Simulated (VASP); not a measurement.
# BN (Cm) in VASP: notebook, part 2 of 2

VASP 6.6.1. Earlier steps stand in the parts before.

### Step 3. Single point, PBE+D3(BJ) (atom 3 (N) moved by (+0.300, -0.600) A along y and z)

Input file INCAR:

```
SYSTEM = BN
PREC = Accurate ; ENCUT = 520
EDIFF = 1E-7 ; ISMEAR = 0
SIGMA = 0.05 ; LREAL = .FALSE.
LASPH = .TRUE. ; NELM = 100
ALGO = Normal ; ISIF = 2
LWAVE = .FALSE. ; LCHARG = .TRUE.
GGA = PE ; IVDW = 12
LELF = .TRUE. ; LVHAR = .TRUE.
NBANDS = 16
```

Input file KPOINTS:

```
Automatic mesh
0
G
  12 12 4
  0 0 0
```

Input file POSCAR:

```
BN
1.0
    2.5064381059      0.0000000000      0.0000000000
   -1.2532190530      2.1706390727      0.0000000000
    0.0000000000      0.0000000000      6.6168468515
B N
2 2
Direct
    0.3333333333      0.6666666667      0.2500000000
    0.6666666667      0.3333333333      0.7500000000
    0.4024374059      0.8048748118      0.6593223686
    0.6666666667      0.3333333333      0.2500000000
```

Potentials or basis: VASP PAW PBE potentials, release 64 (B, N).

Started as:

```console
$ cat potpaw_PBE.64/B/POTCAR potpaw_PBE.64/N/POTCAR > POTCAR
$ mpirun -np 1 vasp_std > vasp.out
```

Run time: 92 s. Hardware: 1 thread of Intel Xeon Platinum 8259CL at 2.50GHz (Skylake/Cascade Lake), shared host; peak memory 0.21 GiB.

The run converged. Its results:

```
Free energy                : -32.0955 eV
Pressure                   : 4.1 GPa
Largest force              : 9.886 eV/Å
Band gap on the k mesh     : zero (band 8 reaches 4.90 eV, above the bottom of band 9 at 4.44 eV)
Dispersion energy per atom : -0.143 eV
```

Forces on the atoms (eV/Å):
```
B    0.000 -0.001  0.391
B    0.000  8.513 -4.589
N    0.000 -8.576  4.918
N    0.000  0.064 -0.720
```

Stress tensor (GPa, compression positive):
```
  5.51   0.00   0.00
  0.00  20.07  22.19
  0.00  22.19 -13.29
```

Levels at points of the mesh, in eV from the Fermi level:
```
           k point  band 4  band 5  band 6  band 7  band 8  band 9  band 10  band 11  band 12  band 13
(0.00, 0.00, 0.00)   -5.95   -3.71   -3.55   -3.55    0.13    0.26     6.74     7.55     8.64     9.35
(0.50, 0.00, 0.00)   -9.74   -6.34   -4.46   -4.06   -2.57    0.87     3.05     4.54     7.27     8.55
(0.00, 0.50, 0.00)  -10.24   -6.34   -3.72   -3.48   -3.21    0.09     2.96     6.72     7.59    10.56
(0.00, 0.00, 0.50)   -7.32   -3.62   -3.55   -3.55    0.26    1.23     6.44     6.74     8.21     9.35
(0.50, 0.00, 0.50)   -9.76   -6.34   -4.39   -3.73   -3.03    1.14     2.52     4.61     7.68     8.34
(0.00, 0.50, 0.50)  -10.25   -6.34   -3.58   -3.48   -3.10   -0.19     2.48     7.41     7.68    10.63
```

Caveat: the cell differs from its parent crystal (atom 3 (N) moved by (+0.300, -0.600) A along y and z); forces of over 1 eV/Å act on the atoms, so gaps and moduli don't describe the material at rest.

### Step 4. Single point, PBE+D3(BJ) (atom 3 (N) moved by (+0.600, -0.300) A along y and z)

Input file INCAR:

```
SYSTEM = BN
PREC = Accurate
ENCUT = 520
EDIFF = 1E-6
ISMEAR = 0
SIGMA = 0.05
LREAL = .False.
LASPH = .True.
NELM = 80
ALGO = Normal
ISIF = 2
LWAVE = .False.
LCHARG = .False.
GGA = PE
IVDW = 12
NBANDS = 16
```

Input file KPOINTS:

```
regular mesh
0
Gamma
  12 12 4
  0 0 0
```

Changes to POSCAR since step 3:

```diff
@@ -10,3 +10,3 @@
     0.6666666667      0.3333333333      0.7500000000
-    0.4024374059      0.8048748118      0.6593223686
+    0.4715414785      0.9430829569      0.7046611843
     0.6666666667      0.3333333333      0.2500000000
```

Started as:

```console
$ cat potpaw_PBE.64/B/POTCAR potpaw_PBE.64/N/POTCAR > POTCAR
$ mpirun -np 1 vasp_std > vasp.out
```

It took 86 s on 1 thread of Intel Xeon Platinum 8259CL at 2.50GHz (Skylake/Cascade Lake), shared host; peak memory 0.21 GiB.

The run converged. Its results:

```yaml
Free_energy: -19.6618 eV
Pressure: 117.9 GPa
Largest_force: 92.520 eV/Å
Band_gap_on_the_k_mesh: 3.38 eV, indirect (least direct gap 4.12 eV)
Dispersion_energy_per_atom: -0.144 eV
```

Forces on the atoms (eV/Å):
```
B     0.000  -0.011   0.194
B     0.000  89.087  24.927
N     0.000 -89.146 -24.760
N     0.000   0.069  -0.362
```

Stress tensor (GPa, compression positive):
```
  4.32   0.00   0.00
  0.00 316.35 118.73
  0.00 118.73  32.93
```

Levels at points of the mesh, in eV from the valence-band top:
```tsv
k point	band 6	band 7	band 8	band 9	band 10	band 11
(0.00, 0.00, 0.00)	-1.81	-1.81	0.00	4.12	8.42	10.69
(0.50, 0.00, 0.00)	-3.41	-2.33	-1.18	3.99	4.46	7.54
(0.00, 0.50, 0.00)	-3.14	-2.61	-1.40	3.38	4.84	9.29
(0.00, 0.00, 0.50)	-1.81	-1.81	0.00	4.98	8.20	9.76
(0.50, 0.00, 0.50)	-3.26	-2.38	-1.34	4.29	4.52	6.82
(0.00, 0.50, 0.50)	-3.14	-2.53	-1.39	3.49	4.35	9.37
```

Caveat: the cell differs from its parent crystal (atom 3 (N) moved by (+0.600, -0.300) A along y and z); forces of over 1 eV/Å act on the atoms, so gaps and moduli don't describe the material at rest. A k mesh can miss the band edges.

### Step 5. Single point, PBE+D3(BJ) (atom 3 (N) moved by (-0.300, -0.300) A along y and z)

Input file INCAR:

```
ALGO     = Normal         # electronic algorithm
EDIFF    = 1E-7           # SCF threshold, eV
ENCUT    = 520            # plane-wave cutoff, eV
GGA      = PE             # functional
ISIF     = 2              # what is computed and relaxed
ISMEAR   = 0              # smearing method
IVDW     = 12             # dispersion correction
LASPH    = True           # aspherical terms in the spheres
LCHARG   = True           # write CHGCAR
LELF     = True           # ELF
LREAL    = False          # projectors in reciprocal space
LVHAR    = True         
LWAVE    = False          # write WAVECAR
NBANDS   = 16             # bands
NELM     = 100            # most SCF steps
PREC     = Accurate       # precision mode
SIGMA    = 0.05           # smearing width, eV
```

Input file KPOINTS:

```
k-points
0
Gamma
  12 12 4
```

Changes to POSCAR since step 4:

```diff
@@ -10,3 +10,3 @@
     0.6666666667      0.3333333333      0.7500000000
-    0.4715414785      0.9430829569      0.7046611843
+    0.2642292608      0.5284585215      0.7046611843
     0.6666666667      0.3333333333      0.2500000000
```

Started as:

```console
$ cat potpaw_PBE.64/B/POTCAR potpaw_PBE.64/N/POTCAR > POTCAR
$ mpirun -np 1 vasp_std > vasp.out
```

Wall time 54 s (1 thread of AMD EPYC 9R45 (Zen 5), shared host); peak memory 0.19 GiB.

Results (log left out):

- Free energy: -34.0569 eV
- Pressure: 7.3 GPa
- Largest force: 5.932 eV/Å
- Band gap on the k mesh: 1.35 eV, indirect (least direct gap 2.18 eV)
- Dispersion energy per atom: -0.142 eV

Forces in eV/Å, atoms in the order of the input:
```
B    0.000 -0.012  0.215
B    0.000 -5.219 -2.666
N    0.000  5.228  2.803
N    0.000  0.003 -0.352
```

Stress tensor (GPa, compression positive):
```
20.09  0.00  0.00
 0.00  5.95 -6.87
 0.00 -6.87 -4.16
```

Levels at points of the mesh, in eV from the valence-band top:
```
           k point  band 5  band 6  band 7  band 8  band 9  band 10  band 11  band 12
(0.00, 0.00, 0.00)   -5.68   -3.32   -3.32   -0.01    2.16     6.61     8.75     9.59
(0.50, 0.00, 0.00)   -6.11   -4.02   -3.29   -2.48    1.48     3.12     5.66     7.74
(0.00, 0.50, 0.00)   -7.32   -6.10   -4.15   -2.50    2.29     4.70     7.14     7.89
(0.00, 0.00, 0.50)   -5.68   -3.32   -3.32    0.00    3.51     6.34     7.05     9.59
(0.50, 0.00, 0.50)   -6.11   -4.03   -2.93   -2.70    1.35     2.72     5.75     7.90
(0.00, 0.50, 0.50)   -7.32   -6.11   -3.83   -2.91    2.74     4.00     7.31     7.92
```

Caveat: the cell differs from its parent crystal (atom 3 (N) moved by (-0.300, -0.300) A along y and z); forces of over 1 eV/Å act on the atoms, so gaps and moduli don't describe the material at rest. A k mesh can miss the band edges.

### Step 6. Single point, PBE+D3(BJ) (atom 3 (N) moved by (+0.300, -0.300) A along y and z)

Input file INCAR:

```
SYSTEM = BN
ALGO     = Normal         ! electronic algorithm
EDIFF    = 1E-7           ! SCF threshold, eV
ENCUT    = 520            ! plane-wave cutoff, eV
GGA      = PE             ! functional
ISIF     = 2              ! what is computed and relaxed
ISMEAR   = 0              ! smearing method
IVDW     = 12             ! dispersion correction
LASPH    = .TRUE.         ! aspherical terms in the spheres
LCHARG   = .FALSE.        ! write CHGCAR
LREAL    = .FALSE.        ! projectors in reciprocal space
LWAVE    = .FALSE.        ! write WAVECAR
NBANDS   = 16             ! bands
NELM     = 100            ! most SCF steps
PREC     = Accurate       ! precision mode
SIGMA    = 0.05           ! smearing width, eV
```

Input file KPOINTS:

```
k-points
0
G
  12 12 4
  0 0 0
```

Changes to POSCAR since step 5:

```diff
@@ -10,3 +10,3 @@
     0.6666666667      0.3333333333      0.7500000000
-    0.2642292608      0.5284585215      0.7046611843
+    0.4024374059      0.8048748118      0.7046611843
     0.6666666667      0.3333333333      0.2500000000
```

Potentials or basis: VASP PAW PBE potentials, release 64 (B, N).

Started as:

```console
$ cat potpaw_PBE.64/B/POTCAR potpaw_PBE.64/N/POTCAR > POTCAR
$ mpirun -np 1 vasp_std > vasp.out
```

Run time: 57 s. Hardware: 1 thread of AMD EPYC 9R45 (Zen 5), shared host; peak memory 0.19 GiB.

The run converged. Its results:

| Item | Value |
| --- | --- |
| Free energy | -32.9549 eV |
| Pressure | 17.5 GPa |
| Largest force | 17.394 eV/Å |
| Band gap on the k mesh | 1.35 eV, indirect (least direct gap 2.52 eV) |
| Dispersion energy per atom | -0.142 eV |

Forces in eV/Å, atoms in the order of the input:
```
B     0.000  -0.003   0.200
B     0.000  17.310  -0.972
N     0.000 -17.358   1.119
N     0.000   0.050  -0.347
```

Stress tensor (GPa, compression positive):
```
-0.09  0.00  0.00
 0.00 54.27 22.86
 0.00 22.86 -1.60
```

Levels at points of the mesh, in eV from the valence-band top:
```tsv
k point	band 5	band 6	band 7	band 8	band 9	band 10	band 11	band 12
(0.00, 0.00, 0.00)	-5.06	-3.12	-3.12	0.00	2.52	6.84	8.63	9.53
(0.50, 0.00, 0.00)	-5.91	-5.22	-3.76	-2.31	2.40	4.27	5.68	7.97
(0.00, 0.50, 0.00)	-5.91	-4.20	-2.87	-2.61	1.64	3.26	7.91	8.63
(0.00, 0.00, 0.50)	-5.04	-3.12	-3.12	0.00	3.88	6.80	6.84	9.78
(0.50, 0.00, 0.50)	-5.91	-5.23	-3.41	-2.70	2.93	3.45	5.71	8.08
(0.00, 0.50, 0.50)	-5.91	-4.20	-2.73	-2.54	1.35	2.94	8.12	8.89
```

Caveat: the cell differs from its parent crystal (atom 3 (N) moved by (+0.300, -0.300) A along y and z); forces of over 1 eV/Å act on the atoms, so gaps and moduli don't describe the material at rest.
